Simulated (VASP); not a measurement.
Here is a VASP 6.6.1 calculation.

Contents of INCAR:

```
PREC     = Accurate       # precision mode
ENCUT    = 520            # plane-wave cutoff, eV
EDIFF    = 1E-7           # SCF threshold, eV
ISMEAR   = -1             # smearing method
SIGMA    = 0.02           # smearing width, eV
LREAL    = F              # projectors in reciprocal space
LASPH    = T              # aspherical terms in the spheres
NELM     = 100            # most SCF steps
ALGO     = Normal         # electronic algorithm
ISIF     = 2              # what is computed and relaxed
LWAVE    = F              # write WAVECAR
LCHARG   = T              # write CHGCAR
GGA      = PE             # functional
LELF     = T              # ELF
LVHAR    = T            
NBANDS   = 24             # bands
```

File KPOINTS:

```
Automatic mesh
0
Gamma
  6 6 4
```

POSCAR

```
BaS
1.0
    5.3818557578      0.0000000000      0.0000000000
   -2.6909278789      4.6608238058      0.0000000000
    0.0000000000      0.0000000000      6.5429054766
Ba S
2 2
Direct
    0.3333333333      0.6666666667     -0.0625000000
    0.6666666667      0.3333333333      0.4375000000
    0.3333333333      0.6666666667      0.4375000000
    0.6666666667      0.3333333333      0.9375000000
```

Potentials or basis: VASP PAW PBE potentials, release 64 (Ba_sv, S).

Run with:

```console
$ cat potpaw_PBE.64/Ba_sv/POTCAR potpaw_PBE.64/S/POTCAR > POTCAR
$ mpirun -np 1 vasp_std > vasp.out
```

Question: What does it give for the pressure?

Answer: -0.4 GPa.

Question: Estimate the band gap on the k mesh.

Answer: 2.53 eV (least direct gap 2.62 eV).

Stress tensor (GPa, compression positive):
```
 0.07  0.00  0.00
 0.00  0.07  0.00
 0.00  0.00 -1.32
```

Caveat: the cell differs from its parent crystal (uniaxial z strain +2.5%); the structure was generated, so it needn't be the stable form of BaS; spin-orbit coupling is left out, which moves the levels of the heavy elements. A k mesh can miss the band edges.
